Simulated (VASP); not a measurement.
Runs of VASP 6.6.1 on Bi2Te3. The structure is that of space group R3m (No. 160), or close to it. The cells are those of the table. 

| task | cell | gap on the mesh (eV) | pressure (GPa) | largest force (eV/Å) |
| --- | --- | --- | --- | --- |
| electric field gradients | a = 10.268 Å, angles 24.8°, 5 atoms | none | -1.8 | (c) |
| single point | a = 10.256 Å, angles 24.4°, 5 atoms | none | 0.3 | (b) |
| electric field gradients | a = 10.302 Å, angles 24.8°, 5 atoms | none | -2.3 | 1.13 |
| electric field gradients | a = 10.470 Å, angles 24.8°, 5 atoms | none | -4.2 | 0.98 |
| electric field gradients | a = 10.336 Å, angles 24.8°, 5 atoms | none | -2.7 | 1.10 |
| single point | a = 10.275 Å, angles 25.1°, 5 atoms | none | -2.7 | (a) |
| electric field gradients | a = 9.980 Å, angles 25.6°, 5 atoms | none | -0.2 | (d) |

Alike in all rows: level LDA; potentials or basis VASP PAW LDA potentials, release 64 (Bi_d, Te); no spin polarisation; k mesh 8 × 8 × 8; cutoff (eV) 520; smearing fermi-dirac 0.08 eV.

Q: Estimate the missing entries.

A: (a) 1.08; (b) 1.34; (c) 1.16; (d) 1.19.

Caveats: spin-orbit coupling is left out, which moves the levels of the heavy elements; forces of over 1 eV/Å act on the atoms, so gaps and moduli don't describe the material at rest (some runs).

A k mesh can miss the band edges, and the runs leave out spin-orbit coupling on Bi, Te.

A gap of «none» marks levels without a gap at the run's occupations.
